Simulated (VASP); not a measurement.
Crystal: Ta.

```
CELL_PARAMETERS angstrom
2.94000 0.00000 0.00000
-1.47000 2.54611 0.00000
0.00000 0.00000 4.80102
ATOMIC_POSITIONS crystal
Ta 0.33333 0.66667 0.25000
Ta 0.66667 0.33333 0.75000
```

This isn't the form of Ta at room conditions, which is bcc.

```yaml
Program: VASP 6.6.1
Task: relaxation of cell and atoms
Functional: r2SCAN
Potentials_or_basis: VASP PAW PBE potentials, release 64 (Ta_pv)
Cutoff: 600 eV
k_mesh: 16 × 16 × 9
Occupations: methfessel-paxton, width 0.05 eV
Spin: no spin polarisation
```

At the start: pressure 6.5 GPa; volume 17.97 Å³/atom.

Where does the relaxation end?

Over 8 steps the energy falls by 58.6 meV/atom and the volume is 18.55 Å³/atom (+3.2 %); space group P6_3/mmc (No. 194, to 0.1 Å) before and after.

The path:
| step | energy change (eV) | largest force (eV/Å) | pressure (GPa) | volume (Å³) |
| --- | --- | --- | --- | --- |
| 1 | 0.0000 | 0.0000 | 6.50 | 35.94 |
| 2 | -0.0037 | 0.0000 | -12.42 | 39.80 |
| 3 | -0.0745 | 0.0000 | -4.11 | 37.85 |
| 4 | -0.0980 | 0.0000 | 1.16 | 36.95 |
| 5 | -0.1161 | 0.0000 | -1.12 | 37.31 |
| 6 | -0.1161 | 0.0000 | -1.26 | 37.33 |
| 7 | -0.1148 | 0.0000 | 1.81 | 36.74 |
| 8 | -0.1172 | 0.0000 | -0.03 | 37.09 |

Final structure:
```xyz
2
Lattice="2.8941 0.0000 0.0000 -1.4470 2.5064 0.0000 0.0000 0.0000 5.1136" Properties=species:S:1:pos:R:3 pbc="T T T"
Ta    0.0000    1.6709    1.2784
Ta    1.4470    0.8355    3.8352
```

Caveat: the PAW data sets were made with another functional, which shifts forces and pressure a little.
